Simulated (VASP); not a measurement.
# KI (F-43m) in VASP: settings compared

The runs below take KI through single point, with r2SCAN, HSE06.

All numbers are computed with VASP 6.6.1; they aren't measurements. Logs are shortened: lines on timing, memory, paths and dates and some standing lists are left out, and cuts for length are marked.

## Step 1: The cell of the first run

It takes space group F-43m (No. 216, cubic). The conventional cell has a = 7.773 Å, b = 7.773 Å, c = 7.773 Å, α = 90.00°, β = 90.00°, γ = 90.00°. K (site symmetry -43m) has 4 I at 3.37 Å within 4.4 Å. I (site symmetry -43m) has 4 K at 3.37 Å within 4.4 Å.

## Step 2: Single point, r2SCAN (strain -2.0%)

Input file POSCAR:

```
KI
1.0
    0.0000000000      3.8865763189      3.8865763189
    3.8865763189      0.0000000000      3.8865763189
    3.8865763189      3.8865763189      0.0000000000
K I
1 1
Direct
    0.0000000000      0.0000000000      0.0000000000
    0.2500000000      0.2500000000      0.2500000000
```

Input file INCAR.step1:

```
SYSTEM = KI
  PREC = Accurate
  ENCUT = 520
  ISMEAR = 0
  SIGMA = 0.01
  LREAL = .FALSE.
  LASPH = .TRUE.
  NELM = 80
  NBANDS = 15
  GGA = PE
  ALGO = Normal
  EDIFF = 1E-4
  LWAVE = .TRUE.
  LCHARG = .FALSE.
```

Input file INCAR.step2:

```
SYSTEM = KI
  PREC = Accurate
  ENCUT = 520
  EDIFF = 1E-7
  ISMEAR = 0
  SIGMA = 0.01
  LREAL = .FALSE.
  LASPH = .TRUE.
  NELM = 80
  ALGO = Normal
  ISIF = 2
  LWAVE = .FALSE.
  LCHARG = .TRUE.
  METAGGA = R2SCAN
  LMIXTAU = .TRUE.
  LELF = .TRUE.
  LVHAR = .TRUE.
  NBANDS = 15
  ISTART = 1
```

Input file KPOINTS:

```
regular mesh
0
G
  6 6 6
  0 0 0
```

Potentials or basis: VASP PAW PBE potentials, release 64 (K_sv, I).

The run is started by

```bash
$ cat potpaw_PBE.64/K_sv/POTCAR potpaw_PBE.64/I/POTCAR > POTCAR
$ cp INCAR.step1 INCAR
$ mpirun -np 1 vasp_std > vasp.out
$ cp INCAR.step2 INCAR
$ mpirun -np 1 vasp_std > vasp.out
```

OUTCAR:

```text
SYSTEM = KI
   PREC = Accurate
   ENCUT = 520
   EDIFF = 1E-7
   ISMEAR = 0
   LREAL = .FALSE.
   LASPH = .TRUE.
   NELM = 80
   ISIF = 2
   METAGGA = R2SCAN
   ISTART = 1

 ion  position               nearest neighbor table
   1  0.000  0.000  0.000-   2 3.37   2 3.37   2 3.37   2 3.37
   2  0.250  0.250  0.250-   1 3.37   1 3.37   1 3.37   1 3.37

  LATTYP: Found a face centered cubic cell.
 ALAT       =     7.7731526378

  Lattice vectors:

 A1 = (   0.0000000000,   3.8865763189,   3.8865763189)
 A2 = (   3.8865763189,   0.0000000000,   3.8865763189)
 A3 = (   3.8865763189,   3.8865763189,   0.0000000000)

Analysis of symmetry for initial positions (statically):
=====================================================================
 Subroutine PRICEL returns:
 Original cell was already a primitive cell.

 Routine SETGRP: Setting up the symmetry group for a
 face centered cubic supercell.

 Subroutine GETGRP returns: Found 24 space group operations
 (whereof 24 operations were pure point group operations)
 out of a pool of 48 trial point group operations.

The static configuration has the point symmetry T_d .

Analysis of symmetry for dynamics (positions and initial velocities):
=====================================================================
 Subroutine PRICEL returns:
 Original cell was already a primitive cell.

 Routine SETGRP: Setting up the symmetry group for a
 face centered cubic supercell.

 Subroutine GETGRP returns: Found 24 space group operations
 (whereof 24 operations were pure point group operations)
 out of a pool of 48 trial point group operations.

The dynamic configuration has the point symmetry T_d .

 Subroutine INISYM returns: Found 24 space group operations
 (whereof 24 operations are pure point group operations),
 and found     1 'primitive' translations

----------------------------------------------------------------------------------------

                                     Primitive cell

  volume of cell :     117.4172

  direct lattice vectors                    reciprocal lattice vectors
     0.000000000  3.886576319  3.886576319    -0.128647930  0.128647930  0.128647930
     3.886576319  0.000000000  3.886576319     0.128647930 -0.128647930  0.128647930
     3.886576319  3.886576319  0.000000000     0.128647930  0.128647930 -0.128647930

  length of vectors
     5.496448941  5.496448941  5.496448941     0.222824752  0.222824752  0.222824752

  position of ions in fractional coordinates (direct lattice)
     0.000000000  0.000000000  0.000000000
     0.250000000  0.250000000  0.250000000

  ion indices of the primitive-cell ions
   primitive index   ion index
                 1           1
                 2           2

----------------------------------------------------------------------------------------

 KPOINTS: regular mesh

Automatic generation of k-mesh.
 Grid dimensions read from file:
 generate k-points for:    6    6    6

 Generating k-lattice:

  Cartesian coordinates                     Fractional coordinates (reciprocal lattice)
    -0.021441322  0.021441322  0.021441322     0.166666667  0.000000000  0.000000000
     0.021441322 -0.021441322  0.021441322     0.000000000  0.166666667  0.000000000
     0.021441322  0.021441322 -0.021441322     0.000000000  0.000000000  0.166666667

  Length of vectors
     0.037137459  0.037137459  0.037137459

  Shift w.r.t. Gamma in fractional coordinates (k-lattice)
     0.000000000  0.000000000  0.000000000

 Subroutine IBZKPT returns following result:
 ===========================================

 Found     16 irreducible k-points:

 Following reciprocal coordinates:
            Coordinates               Weight
  0.000000  0.000000  0.000000      1.000000
  0.166667  0.000000  0.000000      8.000000
  0.333333  0.000000  0.000000      8.000000
  0.500000  0.000000  0.000000      4.000000
  0.166667  0.166667  0.000000      6.000000
  0.333333  0.166667  0.000000     24.000000
[... 8 lines left out ...]
 -0.333333  0.333333  0.166667     24.000000
 -0.333333  0.500000  0.166667     12.000000
   k-points           NKPTS =     16   k-points in BZ     NKDIM =     16   number of bands    NBANDS=     15
   number of dos      NEDOS =    301   number of ions     NIONS =      2
   total plane-waves  NPLWV =  74088
   dimension x,y,z NGX =    42 NGY =   42 NGZ =   42
   dimension x,y,z NGXF=    84 NGYF=   84 NGZF=   84
   ions per type =               1   1
   NGX,Y,Z   is equivalent  to a cutoff of  12.70, 12.70, 12.70 a.u.
   NGXF,Y,Z  is equivalent  to a cutoff of  25.41, 25.41, 25.41 a.u.
 SYSTEM =  KI
   PREC   = accura    normal or accurate (medium, high low for compatibility)
   ISTART =      1    job   : 0-new  1-cont  2-samecut
   ICHARG =      0    charge: 1-file 2-atom 10-const
   ISPIN  =      1    spin polarized calculation?
   LNONCOLLINEAR =      F non collinear calculations
   LSORBIT =      F    spin-orbit coupling
   LASPH  =      T    aspherical Exc in radial PAW
   ENCUT  =  520.0 eV  38.22 Ry    6.18 a.u.  10.22 10.22 10.22*2*pi/ulx,y,z
   NELM   =     80;   NELMIN=  2; NELMDL=  0     # of ELM steps
   EDIFF  = 0.1E-06   stopping-criterion for ELM
   LREAL  =      F    real-space projection
   EDIFFG = 0.1E-05   stopping-criterion for IOM
   NSW    =      0    number of steps for IOM
   IBRION =     -1    ionic relax: 0-MD 1-quasi-New 2-CG
   NFREE  =      0    steps in history (QN), initial steepest desc. (CG)
   ISIF   =      2    stress and relaxation
   ISYM   =      2    0-nonsym 1-usesym 2-fastsym
   POTIM  = 0.5000    time-step for ionic-motion
   TEBEG  =    0.0;   TEEND  =   0.0 temperature during run
   PSTRESS=    0.0 pullay stress
   NELECT =      16.0000    total number of electrons
   NUPDOWN=      -1.0000    fix difference up-down
   EMIN   =  10.00;   EMAX   =-10.00  energy-range for DOS
   EFERMI =   0.00;   METHOD = LEGACY
   ISMEAR =     0;   SIGMA  =   0.01  broadening in eV -4-tet -1-fermi 0-gaus
   EFERMI_NEDOS =   21; number of points for ismear=-14 and -15
   IALGO  =     38    algorithm
   IMIX   =      4    mixing-type and parameters
     AMIX     =   0.40;   BMIX     =  1.00
     AMIX_MAG =   1.60;   BMIX_MAG =  1.00
  volume/ion in A,a.u.               =      58.71       396.19
  Fermi-wavevector in a.u.,A,eV,Ry     =   0.842437  1.591976  9.656065  0.709701
  Thomas-Fermi vector in A             =   1.957144
   LORBIT       =      0    0 simple, 1 ext, 2 COOP (PROOUT), +10 PAW based schemes
   METAGGA = R2SCAN    functional components
   LHFCALC =     F    Hartree Fock is set to
   AEXX    =    0.0000 exact exchange contribution
   IVDW    =     0    specifies the selected vdW correction
   LEPSILON=     F    determine dielectric tensor
   LRPA    =     F    only Hartree local field effects (RPA)
 non-spin polarized calculation
 Gauss-broadening in eV      SIGMA  =   0.01
  energy-cutoff  :      520.00
  volume of cell :      117.42
 maximum number of plane-waves:      3178
 NGX is ok and might be reduce to    42
   NGX = 21   NGY = 21   NGZ = 21

 number of electron      15.9999998 magnetization

 Free energy of the ion-electron system (eV)
  ---------------------------------------------------
  ext. energy  EPLUGINS =         0.00000000
  ---------------------------------------------------
  free energy    TOTEN  =       -33.70093736 eV

  energy without entropy =      -33.70093736  energy(sigma->0) =      -33.70093736

 E-fermi :  -2.2387     XC(G=0):  -6.1881

 val. band max:       -2.3240662676   @ k =  -0.1667   0.1667   0.0000
 cond. band min:       2.2266383688   @ k =   0.0000   0.0000   0.0000
 fundamental gap:      4.5507046364
 Fermi energy:        -2.2387330221

 k-point     1 :       0.0000    0.0000    0.0000
  band No.  band energies     occupation
      1     -31.8142      2.00000
      2     -14.5433      2.00000
      3     -14.5433      2.00000
      4     -14.5433      2.00000
      5     -12.6710      2.00000
      6      -2.3299      2.00000
      7      -2.3299      2.00000
      8      -2.3299      2.00000
      9       2.2266      0.00000
     10       5.9299      0.00000
     11       5.9299      0.00000
     12       6.6357      0.00000
     13       6.6357      0.00000
     14       6.6357      0.00000
     15       7.8158      0.00000

 k-point     2 :       0.1667    0.0000    0.0000
  band No.  band energies     occupation
      1     -31.8140      2.00000
      2     -14.5655      2.00000
      3     -14.5444      2.00000
      4     -14.5444      2.00000
      5     -12.6356      2.00000
      6      -2.4772      2.00000
      7      -2.3304      2.00000
      8      -2.3304      2.00000
      9       2.6529      0.00000
     10       5.6667      0.00000
     11       5.6667      0.00000
     12       6.2552      0.00000
     13       7.0090      0.00000
     14       7.0090      0.00000
     15       7.1742      0.00000

 k-point     3 :       0.3333    0.0000    0.0000
  band No.  band energies     occupation
      1     -31.8137      2.00000
      2     -14.6074      2.00000
      3     -14.5465      2.00000
      4     -14.5465      2.00000
      5     -12.5670      2.00000
      6      -2.7221      2.00000
      7      -2.3321      2.00000
      8      -2.3321      2.00000
      9       3.5253      0.00000
     10       5.3938      0.00000
     11       5.4814      0.00000
     12       5.4814      0.00000
     13       7.0168      0.00000
     14       7.0747      0.00000
     15       7.0747      0.00000

 k-point     4 :       0.5000    0.0000    0.0000
  band No.  band energies     occupation
      1     -31.8135      2.00000
      2     -14.6274      2.00000
      3     -14.5475      2.00000
      4     -14.5475      2.00000
      5     -12.5337      2.00000
      6      -2.8263      2.00000
      7      -2.3332      2.00000
      8      -2.3332      2.00000
      9       4.0805      0.00000
     10       4.7848      0.00000
     11       5.4563      0.00000
     12       5.4563      0.00000
     13       6.9701      0.00000
     14       6.9701      0.00000
     15       7.8010      0.00000
[... 163 lines left out ...]
 k-point    14 :       0.5000    0.3333    0.1667
  band No.  band energies     occupation
      1     -31.8134      2.00000
      2     -14.6265      2.00000
      3     -14.5538      2.00000
      4     -14.5497      2.00000
      5     -12.5224      2.00000
      6      -2.7153      2.00000
      7      -2.4669      2.00000
      8      -2.3580      2.00000
      9       3.8159      0.00000
     10       4.7066      0.00000
     11       5.5070      0.00000
     12       6.0900      0.00000
     13       6.9986      0.00000
     14       7.4609      0.00000
     15       7.7294      0.00000

 k-point    15 :      -0.3333    0.3333    0.1667
  band No.  band energies     occupation
      1     -31.8133      2.00000
      2     -14.6372      2.00000
      3     -14.5561      2.00000
      4     -14.5511      2.00000
      5     -12.5007      2.00000
      6      -2.6922      2.00000
      7      -2.5531      2.00000
      8      -2.3691      2.00000
      9       3.8830      0.00000
     10       4.6999      0.00000
     11       5.5751      0.00000
     12       6.2572      0.00000
     13       6.8455      0.00000
     14       7.6908      0.00000
     15       7.7842      0.00000

 k-point    16 :      -0.3333    0.5000    0.1667
  band No.  band energies     occupation
      1     -31.8133      2.00000
      2     -14.6426      2.00000
      3     -14.5557      2.00000
      4     -14.5533      2.00000
      5     -12.4898      2.00000
      6      -2.7412      2.00000
      7      -2.5061      2.00000
      8      -2.3931      2.00000
      9       3.6047      0.00000
     10       4.7044      0.00000
     11       6.2540      0.00000
     12       6.2737      0.00000
     13       7.0244      0.00000
     14       7.5633      0.00000
     15       7.7242      0.00000

------------------------ aborting loop because EDIFF is reached ----------------------------------------

  FORCE on cell =-STRESS in cart. coord.  units (eV):
  Direction    XX          YY          ZZ          XY          YZ          ZX
  --------------------------------------------------------------------------------------
  -------------------------------------------------------------------------------------
  Total        0.4039017      0.4039017      0.4039017      0.0000000     -0.0000000      0.0000000
  in kB        5.5113084      5.5113084      5.5113084      0.0000000     -0.0000000      0.0000000
  external PRESSURE =       5.5113084 kB  Pullay stress =       0.0000000 kB

 VOLUME and BASIS-vectors are now :
 -----------------------------------------------------------------------------
  energy-cutoff  :      520.00
  volume of cell :      117.42
      direct lattice vectors                 reciprocal lattice vectors
     0.000000000  3.886576319  3.886576319    -0.128647930  0.128647930  0.128647930
     3.886576319  0.000000000  3.886576319     0.128647930 -0.128647930  0.128647930
     3.886576319  3.886576319  0.000000000     0.128647930  0.128647930 -0.128647930

 POSITION                                       TOTAL-FORCE (eV/Angst)
 -----------------------------------------------------------------------------------
      0.00000      0.00000      0.00000        -0.000000      0.000000     -0.000000
      1.94329      1.94329      1.94329         0.000000     -0.000000      0.000000
 -----------------------------------------------------------------------------------
    total drift:                               -0.000000     -0.000000     -0.000000

  FREE ENERGIE OF THE ION-ELECTRON SYSTEM (eV)
  ---------------------------------------------------
  free  energy   TOTEN  =       -33.7009373564 eV

  energy  without entropy=      -33.7009373564  energy(sigma->0) =      -33.70093736
```

Run time: 3.6 min. Hardware: 1 thread of Intel Xeon Platinum 8175M at 2.50GHz (Skylake/Cascade Lake), shared host; peak memory 0.29 GiB.

Results:

| Item | Value |
| --- | --- |
| Free energy | -33.7009 eV |
| Pressure | 0.6 GPa |
| Band gap on the k mesh | 4.55 eV (least direct gap 4.56 eV) |

Levels at points of the mesh, in eV from the valence-band top:
```tsv
k point	band 4	band 5	band 6	band 7	band 8	band 9	band 10	band 11	band 12	band 13
(0.00, 0.00, 0.00)	-12.22	-10.35	-0.01	-0.01	-0.01	4.55	8.25	8.25	8.96	8.96
(0.50, 0.00, 0.00)	-12.22	-10.21	-0.50	-0.01	-0.01	6.40	7.11	7.78	7.78	9.29
(0.50, 0.50, 0.00)	-12.23	-10.17	-0.52	-0.06	-0.06	5.69	6.89	9.10	9.20	9.20
```

Caveat: the cell differs from its parent crystal (strain -2.0%); the PAW data sets were made with another functional, which shifts forces and pressure a little; spin-orbit coupling is left out, which moves the levels of the heavy elements. A k mesh can miss the band edges.

## Step 3: Single point, r2SCAN

This run uses another cell than the first one, of 62.38 Å³/atom.

Input file POSCAR:

```
KI
1.0
    0.0000000000      3.9658942029      3.9658942029
    3.9658942029      0.0000000000      3.9658942029
    3.9658942029      3.9658942029      0.0000000000
K I
1 1
Direct
    0.0000000000      0.0000000000      0.0000000000
    0.2500000000      0.2500000000      0.2500000000
```

Input file INCAR.step1:

```
SYSTEM = KI
PREC = Accurate
ENCUT = 520
ISMEAR = 0
SIGMA = 0.01
LREAL = .FALSE.
LASPH = .TRUE.
NELM = 80
NBANDS = 15
GGA = PE
ALGO = Normal
EDIFF = 1E-4
LWAVE = .TRUE.
LCHARG = .FALSE.
```

Input file INCAR.step2:

```
SYSTEM = KI
PREC = Accurate
ENCUT = 520
EDIFF = 1E-6
ISMEAR = 0
SIGMA = 0.01
LREAL = .FALSE.
LASPH = .TRUE.
NELM = 80
ALGO = Normal
ISIF = 2
LWAVE = .FALSE.
LCHARG = .FALSE.
METAGGA = R2SCAN
LMIXTAU = .TRUE.
NBANDS = 15
ISTART = 1
```

KPOINTS is that of step 2.

Potentials or basis: VASP PAW PBE potentials, release 64 (K_sv, I).

The run is started by

```bash
$ cat potpaw_PBE.64/K_sv/POTCAR potpaw_PBE.64/I/POTCAR > POTCAR
$ cp INCAR.step1 INCAR
$ mpirun -np 1 vasp_std > vasp.out
$ cp INCAR.step2 INCAR
$ mpirun -np 1 vasp_std > vasp.out
```

Wall time 3.4 min (1 thread of Intel Xeon Platinum 8175M at 2.50GHz (Skylake/Cascade Lake), shared host); peak memory 0.29 GiB.

It converged, with:

```
Free energy            : -33.7138 eV
Pressure               : 0.0 GPa
Band gap on the k mesh : 4.47 eV
```

Levels at points of the mesh, in eV from the valence-band top:
| k point | band 6 | band 7 | band 8 | band 9 | band 10 | band 11 |
| --- | --- | --- | --- | --- | --- | --- |
| (0.00, 0.00, 0.00) | 0.00 | 0.00 | 0.00 | 4.47 | 8.19 | 8.19 |
| (0.50, 0.00, 0.00) | -0.46 | -0.01 | -0.01 | 6.29 | 6.97 | 7.71 |
| (0.50, 0.50, 0.00) | -0.47 | -0.06 | -0.06 | 5.69 | 6.84 | 8.73 |

Caveat: the PAW data sets were made with another functional, which shifts forces and pressure a little; spin-orbit coupling is left out, which moves the levels of the heavy elements. A k mesh can miss the band edges.

## Step 4: Single point, HSE06

This run uses another cell than the first one, of 62.38 Å³/atom.

POSCAR is that of step 3.

Input file INCAR.step1:

```
SYSTEM = KI
PREC     = Accurate       ! precision mode
ENCUT    = 520            ! plane-wave cutoff, eV
EDIFF    = 1E-5           ! SCF threshold, eV
ISMEAR   = 0              ! smearing method
SIGMA    = 0.01           ! smearing width, eV
LREAL    = .FALSE.        ! projectors in reciprocal space
LASPH    = .TRUE.         ! aspherical terms in the spheres
NELM     = 80             ! most SCF steps
ALGO     = Normal         ! electronic algorithm
ISIF     = 2              ! what is computed and relaxed
LWAVE    = .TRUE.         ! write WAVECAR
LCHARG   = .FALSE.        ! write CHGCAR
NBANDS   = 15             ! bands
GGA      = PE             ! functional
```

Input file INCAR.step2:

```
SYSTEM = KI
PREC     = Accurate       ! precision mode
ENCUT    = 520            ! plane-wave cutoff, eV
EDIFF    = 1E-6           ! SCF threshold, eV
ISMEAR   = 0              ! smearing method
SIGMA    = 0.01           ! smearing width, eV
LREAL    = .FALSE.        ! projectors in reciprocal space
LASPH    = .TRUE.         ! aspherical terms in the spheres
NELM     = 80             ! most SCF steps
ALGO     = Normal         ! electronic algorithm
ISIF     = 2              ! what is computed and relaxed
LWAVE    = .FALSE.        ! write WAVECAR
LCHARG   = .FALSE.        ! write CHGCAR
GGA      = PE             ! functional
LHFCALC  = .TRUE.         ! exact exchange
HFSCREEN = 0.2079         ! screening, 1/A
PRECFOCK = Normal       
NBANDS   = 15             ! bands
ISTART   = 1
```

Input file KPOINTS:

```
regular mesh
0
G
  4 4 4
  0 0 0
```

The run is started by

```bash
$ cat potpaw_PBE.64/K_sv/POTCAR potpaw_PBE.64/I/POTCAR > POTCAR
$ cp INCAR.step1 INCAR
$ mpirun -np 1 vasp_std > vasp.out
$ cp INCAR.step2 INCAR
$ mpirun -np 1 vasp_std > vasp.out
```

It took 15 min on 1 thread of Intel Xeon Platinum 8175M at 2.50GHz (Skylake/Cascade Lake), shared host; peak memory 0.38 GiB.

The run converged. Its results:

| Quantity | Value |
| --- | --- |
| Free energy | -6.2138 eV |
| Pressure | 0.1 GPa |
| Band gap on the k mesh | 4.88 eV |

Levels at points of the mesh, in eV from the valence-band top:
```tsv
k point	band 5	band 6	band 7	band 8	band 9	band 10	band 11	band 12
(0.00, 0.00, 0.00)	-10.87	0.00	0.00	0.00	4.88	8.78	8.78	9.25
(0.50, 0.00, 0.00)	-10.76	-0.48	-0.01	-0.01	6.66	7.50	8.22	8.22
(0.50, 0.50, 0.00)	-10.72	-0.50	-0.07	-0.07	6.23	7.29	9.04	9.64
```

Caveat: the PAW data sets were made with another functional, which shifts forces and pressure a little; spin-orbit coupling is left out, which moves the levels of the heavy elements.

## Step 5: Summary

| level | cell | k mesh | grid for exact exchange (PRECFOCK) | share of exact exchange | screening parameter | gap on the mesh (eV) | pressure (GPa) |
| --- | --- | --- | --- | --- | --- | --- | --- |
| r2SCAN | a = 5.496 Å, angles 60.0°, 2 atoms | 6 × 6 × 6 | - | - | - | 4.55 | 0.6 |
| r2SCAN | a = 5.609 Å, angles 60.0°, 2 atoms | 6 × 6 × 6 | - | - | - | 4.47 | 0.0 |
| HSE06 | a = 5.609 Å, angles 60.0°, 2 atoms | 4 × 4 × 4 | Normal | 0.25 | 0.2079 1/Å | 4.88 | 0.1 |

Alike in all rows: task single point; potentials or basis VASP PAW PBE potentials, release 64 (K_sv, I); no spin polarisation; cutoff (eV) 520; smearing gaussian 0.01 eV.

Caveats: the PAW data sets were made with another functional, which shifts forces and pressure a little; spin-orbit coupling is left out, which moves the levels of the heavy elements.

Absolute energies hang on the potentials; compare differences alone.
